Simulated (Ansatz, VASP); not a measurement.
# One calculation of Re, two programs

```xyz
1
Lattice="0.0000 1.9347 2.0368 1.9347 0.0000 2.0368 1.9347 1.9347 0.0000" Properties=species:S:1:pos:R:3 pbc="T T T"
Re    0.0000    0.0000    0.0000
```

Alike in both runs: task single point; functional PBE; k mesh 10 × 10 × 10; occupations gaussian, width 0.15 eV; no spin polarisation.

|  | VASP | Ansatz |
| --- | --- | --- |
| version | VASP 6.6.1 | Ansatz 0.2.0 |
| potentials or method | VASP PAW PBE potentials, release 64 (Re), cutoff 520 eV | scalar-relativistic, plane waves, PAW |
| valence electrons in the cell | 7 | 15 |

VASP gave:

```
gap on the k mesh at the Fermi level (eV)                     : none
pressure (GPa)                                                : -6.1
traceless stress, the component that is largest in VASP (GPa) : -9.95
```

**Question.** What did Ansatz give for the same quantities?

**Answer.** gap on the k mesh at the Fermi level (eV): none; pressure (GPa): -5.5; traceless stress, the component that is largest in VASP (GPa): -10.06.

A gap of «none» marks a metal or a gap that the smearing closes. VASP's potentials hold 7 valence electrons a cell and Ansatz's 15, so a difference there can come from the potentials and not from the codes.

Neither program's run includes spin-orbit coupling.
